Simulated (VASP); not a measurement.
# RbNa2 (P4/mmm) in VASP: notebook

The runs below take RbNa2 through relaxation of cell and atoms, single point, with PBE.

All numbers are computed with VASP 6.6.1; they aren't measurements. Logs are shortened: lines on timing, memory, paths and dates and some standing lists are left out, and cuts for length are marked.

**1. The cell of the first run**

Symmetry: P4/mmm, No. 123, tetragonal system. Conventional cell: a = 3.327 Å, b = 3.327 Å, c = 6.897 Å, α = 90.00°, β = 90.00°, γ = 90.00°. Within 4.0 Å of Rb (site symmetry 4/mmm) lie 8 Na at 3.06 Å and 4 Rb at 3.33 Å. Within 3.9 Å of Na (site symmetry 4mm) lie 5 Na at 2.97 to 3.33 Å and 4 Rb at 3.06 Å.

**2. Relaxation of cell and atoms, PBE**

Input file INCAR:

```
PREC     = Accurate       # precision mode
ENCUT    = 600            # plane-wave cutoff, eV
EDIFF    = 1E-7           # SCF threshold, eV
ISMEAR   = 0              # smearing method
SIGMA    = 0.1            # smearing width, eV
LREAL    = False          # projectors in reciprocal space
LASPH    = True           # aspherical terms in the spheres
NELM     = 100            # most SCF steps
ALGO     = Fast           # electronic algorithm
ISIF     = 3              # what is computed and relaxed
LWAVE    = False          # write WAVECAR
LCHARG   = False          # write CHGCAR
GGA      = PE             # functional
IBRION   = 2              # ionic algorithm
NSW      = 90             # ionic steps
EDIFFG   = -0.04          # ionic threshold
```

Input file KPOINTS:

```
regular mesh
0
Gamma
  6 6 4
```

Input file POSCAR:

```
RbNa2
1.0
    3.3269174300      0.0000000000      0.0000000000
    0.0000000000      3.3269174300      0.0000000000
    0.0000000000      0.0000000000      6.8968310300
Rb Na
1 2
Direct
    0.0000000000      0.0000000000      0.0000000000
    0.5000000000      0.5000000000      0.2843227100
    0.5000000000      0.5000000000      0.7156772900
```

Potentials or basis: VASP PAW PBE potentials, release 64 (Rb_sv, Na_pv).

Run with:

```bash
> cat potpaw_PBE.64/Rb_sv/POTCAR potpaw_PBE.64/Na_pv/POTCAR > POTCAR
> mpirun -np 1 vasp_std > vasp.out
```

OUTCAR:

```text
PREC = Accurate
   ENCUT = 600
   EDIFF = 1E-7
   ISMEAR = 0
   LREAL = False
   LASPH = True
   NELM = 100
   ISIF = 3
   GGA = PE
   IBRION = 2
   NSW = 90
   EDIFFG = -0.04

 ion  position               nearest neighbor table
   1  0.000  0.000  0.000-   2 3.06   3 3.06   2 3.06   3 3.06   2 3.06   3 3.06   2 3.06   3 3.06

   2  0.500  0.500  0.284-   1 3.06   1 3.06   1 3.06   1 3.06
   3  0.500  0.500  0.716-   1 3.06   1 3.06   1 3.06   1 3.06

  LATTYP: Found a simple tetragonal cell.
 ALAT       =     3.3269174300
 C/A-ratio  =     2.0730394352

  Lattice vectors:

 A1 = (   3.3269174300,   0.0000000000,   0.0000000000)
 A2 = (   0.0000000000,   3.3269174300,   0.0000000000)
 A3 = (   0.0000000000,   0.0000000000,   6.8968310300)

Analysis of symmetry for initial positions (statically):
=====================================================================
 Subroutine PRICEL returns:
 Original cell was already a primitive cell.

 Routine SETGRP: Setting up the symmetry group for a
 simple tetragonal supercell.

 Subroutine GETGRP returns: Found 16 space group operations
 (whereof 16 operations were pure point group operations)
 out of a pool of 16 trial point group operations.

The static configuration has the point symmetry D_4h.

Analysis of symmetry for dynamics (positions and initial velocities):
=====================================================================
 Subroutine PRICEL returns:
 Original cell was already a primitive cell.

 Routine SETGRP: Setting up the symmetry group for a
 simple tetragonal supercell.

 Subroutine GETGRP returns: Found 16 space group operations
 (whereof 16 operations were pure point group operations)
 out of a pool of 16 trial point group operations.

The dynamic configuration has the point symmetry D_4h.

 Subroutine INISYM returns: Found 16 space group operations
 (whereof 16 operations are pure point group operations),
 and found     1 'primitive' translations

----------------------------------------------------------------------------------------

                                     Primitive cell

  volume of cell :      76.3367

  direct lattice vectors                    reciprocal lattice vectors
     3.326917430  0.000000000  0.000000000     0.300578545  0.000000000  0.000000000
     0.000000000  3.326917430  0.000000000     0.000000000  0.300578545  0.000000000
     0.000000000  0.000000000  6.896831030     0.000000000  0.000000000  0.144994128

  length of vectors
     3.326917430  3.326917430  6.896831030     0.300578545  0.300578545  0.144994128

  position of ions in fractional coordinates (direct lattice)
     0.000000000  0.000000000  0.000000000
     0.500000000  0.500000000  0.284322710
     0.500000000  0.500000000  0.715677290

  ion indices of the primitive-cell ions
   primitive index   ion index
                 1           1
                 2           2
                 3           3

----------------------------------------------------------------------------------------

 KPOINTS: regular mesh

Automatic generation of k-mesh.
 Grid dimensions read from file:
 generate k-points for:    6    6    4

 Generating k-lattice:

  Cartesian coordinates                     Fractional coordinates (reciprocal lattice)
     0.050096424  0.000000000  0.000000000     0.166666667  0.000000000  0.000000000
     0.000000000  0.050096424  0.000000000     0.000000000  0.166666667  0.000000000
     0.000000000  0.000000000  0.036248532     0.000000000  0.000000000  0.250000000

  Length of vectors
     0.050096424  0.050096424  0.036248532

  Shift w.r.t. Gamma in fractional coordinates (k-lattice)
     0.000000000  0.000000000  0.000000000

 Subroutine IBZKPT returns following result:
 ===========================================

 Found     30 irreducible k-points:

 Following reciprocal coordinates:
            Coordinates               Weight
  0.000000  0.000000  0.000000      1.000000
  0.166667  0.000000  0.000000      4.000000
  0.333333  0.000000  0.000000      4.000000
  0.500000  0.000000  0.000000      2.000000
  0.166667  0.166667  0.000000      4.000000
  0.333333  0.166667  0.000000      8.000000
[... 16 lines left out ...]
  0.333333  0.000000  0.500000      4.000000
  0.500000  0.000000  0.500000      2.000000
 [... further k-points ...]
   k-points           NKPTS =     30   k-points in BZ     NKDIM =     30   number of bands    NBANDS=     15
   number of dos      NEDOS =    301   number of ions     NIONS =      3
   total plane-waves  NPLWV =  43904
   dimension x,y,z NGX =    28 NGY =   28 NGZ =   56
   dimension x,y,z NGXF=    56 NGYF=   56 NGZF=  112
   ions per type =               1   2
   NGX,Y,Z   is equivalent  to a cutoff of  13.99, 13.99, 13.50 a.u.
   NGXF,Y,Z  is equivalent  to a cutoff of  27.98, 27.98, 27.00 a.u.
 SYSTEM =  unknown system
   PREC   = accura    normal or accurate (medium, high low for compatibility)
   ISTART =      0    job   : 0-new  1-cont  2-samecut
   ICHARG =      2    charge: 1-file 2-atom 10-const
   ISPIN  =      1    spin polarized calculation?
   LNONCOLLINEAR =      F non collinear calculations
   LSORBIT =      F    spin-orbit coupling
   LASPH  =      T    aspherical Exc in radial PAW
   ENCUT  =  600.0 eV  44.10 Ry    6.64 a.u.   6.64  6.64 13.77*2*pi/ulx,y,z
   NELM   =    100;   NELMIN=  2; NELMDL= -5     # of ELM steps
   EDIFF  = 0.1E-06   stopping-criterion for ELM
   LREAL  =      F    real-space projection
   EDIFFG = -.4E-01   stopping-criterion for IOM
   NSW    =     90    number of steps for IOM
   IBRION =      2    ionic relax: 0-MD 1-quasi-New 2-CG
   NFREE  =      1    steps in history (QN), initial steepest desc. (CG)
   ISIF   =      3    stress and relaxation
   ISYM   =      2    0-nonsym 1-usesym 2-fastsym
   POTIM  = 0.5000    time-step for ionic-motion
   TEBEG  =    0.0;   TEEND  =   0.0 temperature during run
   PSTRESS=    0.0 pullay stress
   NELECT =      23.0000    total number of electrons
   NUPDOWN=      -1.0000    fix difference up-down
   EMIN   =  10.00;   EMAX   =-10.00  energy-range for DOS
   EFERMI =   0.00;   METHOD = LEGACY
   ISMEAR =     0;   SIGMA  =   0.10  broadening in eV -4-tet -1-fermi 0-gaus
   EFERMI_NEDOS =   21; number of points for ismear=-14 and -15
   IALGO  =     68    algorithm
   IMIX   =      4    mixing-type and parameters
     AMIX     =   0.40;   BMIX     =  1.00
     AMIX_MAG =   1.60;   BMIX_MAG =  1.00
  volume/ion in A,a.u.               =      25.45       171.72
  Fermi-wavevector in a.u.,A,eV,Ry     =   1.097504  2.073982 16.388431  1.204516
  Thomas-Fermi vector in A             =   2.233865
   LORBIT       =      0    0 simple, 1 ext, 2 COOP (PROOUT), +10 PAW based schemes
   GGA     = PE    functional components
   LHFCALC =     F    Hartree Fock is set to
   AEXX    =    0.0000 exact exchange contribution
   IVDW    =     0    specifies the selected vdW correction
   LEPSILON=     F    determine dielectric tensor
   LRPA    =     F    only Hartree local field effects (RPA)
 conjugate gradient relaxation of ions
 non-spin polarized calculation
 RMM-DIIS sequential band-by-band and
 Gauss-broadening in eV      SIGMA  =   0.10
  energy-cutoff  :      600.00
  volume of cell :       76.34
 maximum number of plane-waves:      2572
 NGX is ok and might be reduce to    28
   NGX = 13   NGY = 13   NGZ = 27

--------------------------------------- Ionic step        1  -------------------------------------------

 number of electron      22.9999991 magnetization

 Free energy of the ion-electron system (eV)
  ---------------------------------------------------
  ext. energy  EPLUGINS =         0.00000000
  ---------------------------------------------------
  free energy    TOTEN  =        -0.18087404 eV

  energy without entropy =       -0.17109944  energy(sigma->0) =       -0.17598674

------------------------ aborting loop because EDIFF is reached ----------------------------------------

  FORCE on cell =-STRESS in cart. coord.  units (eV):
  Direction    XX          YY          ZZ          XY          YZ          ZX
  --------------------------------------------------------------------------------------
  -------------------------------------------------------------------------------------
  Total        7.4274848      7.4274848      7.0184607      0.0000000     -0.0000000      0.0000000
  in kB      155.8901665    155.8901665    147.3054524      0.0000000     -0.0000000      0.0000000
  external PRESSURE =     153.0285951 kB  Pullay stress =       0.0000000 kB
[... 92 lines left out ...]
  FREE ENERGIE OF THE ION-ELECTRON SYSTEM (eV)
  ---------------------------------------------------
  free  energy   TOTEN  =        -2.9011933666 eV

  energy  without entropy=       -2.8952571555  energy(sigma->0) =       -2.89822526

 E-fermi :  -0.0203     XC(G=0):  -5.8856

 val. band max:       -0.0253740471   @ k =   0.5000   0.1667   0.2500
 cond. band min:      -0.0193820415   @ k =   0.5000   0.0000   0.2500
 fundamental gap:      0.0059920056
 Fermi energy:        -0.0203325413

 k-point     1 :       0.0000    0.0000    0.0000
  band No.  band energies     occupation
      1     -28.8071      2.00000
      2     -25.2300      2.00000
      3     -25.2176      2.00000
      4     -25.2094      2.00000
      5     -25.2094      2.00000
      6     -25.2081      2.00000
      7     -25.2081      2.00000
      8     -12.8798      2.00000
      9     -12.7771      2.00000
     10     -12.7771      2.00000
     11      -2.5283      2.00000
     12      -1.0452      2.00000
     13      -0.8613      2.00000
     14       2.2624      0.00000
     15       2.6725      0.00000
[... 397 lines left out ...]
 k-point    24 :       0.5000    0.0000    0.5000
  band No.  band energies     occupation
      1     -28.7867      2.00000
      2     -25.2295      2.00000
      3     -25.2171      2.00000
      4     -25.2157      2.00000
      5     -25.2146      2.00000
      6     -25.2088      2.00000
      7     -25.2077      2.00000
      8     -13.1257      2.00000
      9     -12.8340      2.00000
     10     -12.7452      2.00000
     11      -0.2455      1.99855
     12       0.2159      0.00083
     13       0.2733      0.00003
     14       0.3648      0.00000
     15       1.7245      0.00000

 [... further k-points ...]

[... ionic steps 4 to 14 ...]

--------------------------------------- Ionic step       15  -------------------------------------------

 number of electron      22.9999951 magnetization

------------------------ aborting loop because EDIFF is reached ----------------------------------------

  FORCE on cell =-STRESS in cart. coord.  units (eV):
  Direction    XX          YY          ZZ          XY          YZ          ZX
  --------------------------------------------------------------------------------------
  -------------------------------------------------------------------------------------
  Total        0.0823185      0.0823185     -0.0212215      0.0000000      0.0000000     -0.0000000
  in kB        0.7855232      0.7855232     -0.2025056      0.0000000      0.0000000     -0.0000000
  external PRESSURE =       0.4561803 kB  Pullay stress =       0.0000000 kB
[... 59 lines left out ...]
  energy  without entropy=       -3.0976014563  energy(sigma->0) =       -3.10426157

--------------------------------------- Ionic step       17  -------------------------------------------

 number of electron      22.9999884 magnetization

 Free energy of the ion-electron system (eV)
  ---------------------------------------------------
  ext. energy  EPLUGINS =         0.00000000
  ---------------------------------------------------
  free energy    TOTEN  =        -3.11373086 eV

  energy without entropy =       -3.10026467  energy(sigma->0) =       -3.10699777

 E-fermi :   0.0241     XC(G=0):  -5.9260

 val. band max:        0.0219421189   @ k =   0.5000   0.0000   0.2500
 cond. band min:       0.0400879148   @ k =   0.5000   0.1667   0.5000
 fundamental gap:      0.0181457959
 Fermi energy:         0.0241268636

 k-point     1 :       0.0000    0.0000    0.0000
  band No.  band energies     occupation
      1     -28.7861      2.00000
      2     -25.1778      2.00000
      3     -25.1616      2.00000
      4     -25.1539      2.00000
      5     -25.1539      2.00000
      6     -25.1523      2.00000
      7     -25.1523      2.00000
      8     -12.8565      2.00000
      9     -12.7484      2.00000
     10     -12.7484      2.00000
     11      -2.5127      2.00000
     12      -1.0043      2.00000
     13      -0.8581      2.00000
     14       2.2772      0.00000
     15       2.7076      0.00000
[... 397 lines left out ...]
 k-point    24 :       0.5000    0.0000    0.5000
  band No.  band energies     occupation
      1     -28.7641      2.00000
      2     -25.1772      2.00000
      3     -25.1611      2.00000
      4     -25.1608      2.00000
      5     -25.1592      2.00000
      6     -25.1533      2.00000
      7     -25.1518      2.00000
      8     -13.1154      2.00000
      9     -12.8082      2.00000
     10     -12.7147      2.00000
     11      -0.2131      1.99921
     12       0.2771      0.00035
     13       0.3477      0.00000
     14       0.3846      0.00000
     15       1.7489      0.00000

 [... further k-points ...]

------------------------ aborting loop because EDIFF is reached ----------------------------------------

  FORCE on cell =-STRESS in cart. coord.  units (eV):
  Direction    XX          YY          ZZ          XY          YZ          ZX
  --------------------------------------------------------------------------------------
  -------------------------------------------------------------------------------------
  Total        0.0585824      0.0585824     -0.0386548      0.0000000      0.0000000      0.0000000
  in kB        0.5572569      0.5572569     -0.3676981      0.0000000      0.0000000      0.0000000
  external PRESSURE =       0.2489386 kB  Pullay stress =       0.0000000 kB
[... 18 lines left out ...]
  FREE ENERGIE OF THE ION-ELECTRON SYSTEM (eV)
  ---------------------------------------------------
  free  energy   TOTEN  =        -3.1137308644 eV

  energy  without entropy=       -3.1002646658  energy(sigma->0) =       -3.10699777

 reached required accuracy - stopping structural energy minimisation
```

Run time: 7.7 min. Hardware: 1 thread of Intel Xeon 6975P-C (Granite Rapids), shared host; peak memory 0.22 GiB.

What came out:

```
Free energy                            : -3.1137 eV
Relaxed volume                         : 56.14 Å³/atom
Relaxed cell                           : a = 4.073 Å, b = 4.073 Å, c = 10.151 Å, α = 90.00°, β = 90.00°, γ = 90.00°
Space group after relaxing (to 0.05 Å) : P4/mmm (No. 123)
Energy gained by relaxing              : 977.6 meV/atom
Ionic steps                            : 17
Pressure after relaxing                : 0.0 GPa
Largest force after relaxing           : 0.037 eV/Å
```

Forces in eV/Å, atoms in the order of the input:
```
Rb   0.000  0.000  0.000
Na   0.000  0.000  0.037
Na   0.000  0.000 -0.037
```

Stress tensor (GPa, compression positive):
```
 0.06  0.00  0.00
 0.00  0.06  0.00
 0.00  0.00 -0.04
```

The path:
| step | energy change (eV) | largest force (eV/Å) | pressure (GPa) | volume (Å³) |
| --- | --- | --- | --- | --- |
| 1 | 0.0000 | 1.5647 | 15.30 | 76.34 |
| 2 | -1.9338 | 0.7164 | 5.50 | 106.46 |
| 3 | -2.7203 | 0.2886 | 1.41 | 143.03 |
| 4 | -2.7117 | 0.0422 | -0.80 | 239.49 |
| 5 | -2.8725 | 0.0315 | -0.19 | 190.12 |
| 6 | -2.8776 | 0.0552 | -0.04 | 181.77 |
| 7 | -2.8773 | 0.0659 | 0.02 | 179.04 |
| 8 | -2.8833 | 0.0715 | 0.01 | 178.97 |
| 9 | -2.8995 | 0.0888 | -0.02 | 178.64 |
| 10 | -2.9198 | 0.0963 | -0.07 | 177.40 |
| 11 | -2.9068 | 0.0466 | -0.25 | 172.82 |
| 12 | -2.9234 | 0.0895 | -0.10 | 176.69 |
| 13 | -2.9240 | 0.0821 | -0.11 | 176.22 |
| 14 | -2.9290 | 0.0653 | -0.02 | 171.02 |
| 15 | -2.9300 | 0.0554 | 0.05 | 167.90 |
| 16 | -2.9300 | 0.0542 | 0.06 | 167.20 |
| 17 | -2.9329 | 0.0371 | 0.02 | 168.43 |

Final structure:
```
Rb Na
1.0
     4.07347    0.00000    0.00000
     0.00000    4.07347    0.00000
     0.00000    0.00000   10.15065
Rb Na
1 2
Cartesian
  0.0000 0.0000 0.0000
  2.0367 2.0367 3.3127
  2.0367 2.0367 6.8379
```

Caveat: the volume moved by over 15 % at a fixed basis, so the end points are rough.

(Part 1 of 2 ends here.)
